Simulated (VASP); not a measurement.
The system is CdTe.

```
Cd Te
1.0
     0.00000    3.28211    3.28211
     3.28211    0.00000    3.28211
     3.28211    3.28211    0.00000
Cd Te
1 1
Direct
  0.00000 0.00000 0.00000
  0.25000 0.25000 0.25000
```

| Property | Result |
| --- | --- |
| Program | VASP 6.6.1 |
| Task | relaxation of cell and atoms |
| Functional | PBE |
| Potentials or basis | VASP PAW PBE potentials, release 64 (Cd, Te) |
| Cutoff | 600 eV |
| k mesh | 6 × 6 × 6 |
| Occupations | gaussian, width 0.02 eV |
| Spin | no spin polarisation |

At the start: pressure 1.0 GPa; volume 35.36 Å³/atom.

Where does the relaxation end?

Over 3 steps the energy falls by 3.0 meV/atom and the volume is 36.32 Å³/atom (+2.7 %); space group F-43m (No. 216, to 0.05 Å).

The path:
```tsv
step	energy change (eV)	largest force (eV/Å)	pressure (GPa)	volume (Å³)
1	0.0000	0.0000	1.01	70.71
2	-0.0057	0.0000	-0.18	73.02
3	-0.0059	0.0000	0.00	72.64
```

Final structure:
```
Cd Te
1.0
     0.00000    3.31163    3.31163
     3.31163    0.00000    3.31163
     3.31163    3.31163    0.00000
Cd Te
1 1
Direct
  0.00000 0.00000 0.00000
  0.25000 0.25000 0.25000
```
